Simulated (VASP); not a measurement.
A run of VASP 6.6.1 is set up as follows.

The input POSCAR:

```
RuS2
1.0
    0.0000000000      3.2351350000      0.0000000000
    3.2351350000      0.0000000000      0.0000000000
    1.6175670000      1.6175670000     -5.6819260000
S Ru
2 1
Direct
    0.3400000000      0.3400000000      0.3200000000
    0.6600000000      0.6600000000      0.6800000000
    0.0000000000      0.0000000000      0.0000000000
```

File INCAR.step1:

```
ALGO     = Normal         # electronic algorithm
EDIFF    = 1E-4           # SCF threshold, eV
ENCUT    = 520            # plane-wave cutoff, eV
GGA      = PE             # functional
ISMEAR   = -1             # smearing method
LASPH    = T              # aspherical terms in the spheres
LCHARG   = F              # write CHGCAR
LREAL    = F              # projectors in reciprocal space
LWAVE    = T              # write WAVECAR
NBANDS   = 20             # bands
NELM     = 60             # most SCF steps
PREC     = Accurate       # precision mode
SIGMA    = 0.0149         # smearing width, eV
```

The input INCAR.step2:

```
ALGO     = Normal         # electronic algorithm
EDIFF    = 1E-6           # SCF threshold, eV
ENCUT    = 520            # plane-wave cutoff, eV
ISIF     = 2              # what is computed and relaxed
ISMEAR   = -1             # smearing method
ISTART   = 1            
LASPH    = T              # aspherical terms in the spheres
LCHARG   = F              # write CHGCAR
LMIXTAU  = T            
LREAL    = F              # projectors in reciprocal space
LWAVE    = F              # write WAVECAR
METAGGA  = R2SCAN         # meta-GGA
NBANDS   = 20             # bands
NELM     = 60             # most SCF steps
PREC     = Accurate       # precision mode
SIGMA    = 0.0149         # smearing width, eV
```

The input KPOINTS:

```
k-points
0
Gamma
  11 11 11
```

Potentials or basis: VASP PAW PBE potentials, release 64 (S, Ru_pv).

Launch:

```bash
$ cat potpaw_PBE.64/S/POTCAR potpaw_PBE.64/Ru_pv/POTCAR > POTCAR
$ cp INCAR.step1 INCAR
$ mpirun -np 1 vasp_std > vasp.out
$ cp INCAR.step2 INCAR
$ mpirun -np 1 vasp_std > vasp.out
```

Problem. Predict the largest force.

Solution. 3.124 eV/Å.

Problem. Estimate the pressure.

Solution. -25.0 GPa.

Problem. Estimate the band gap on the k mesh.

Solution. Zero (band 13 reaches 5.76 eV, above the bottom of band 14 at 5.17 eV).

Stress tensor (GPa, compression positive):
```
-23.49   0.00   0.00
  0.00 -23.49   0.00
  0.00   0.00 -28.07
```

Caveat: the PAW data sets were made with another functional, which shifts forces and pressure a little.
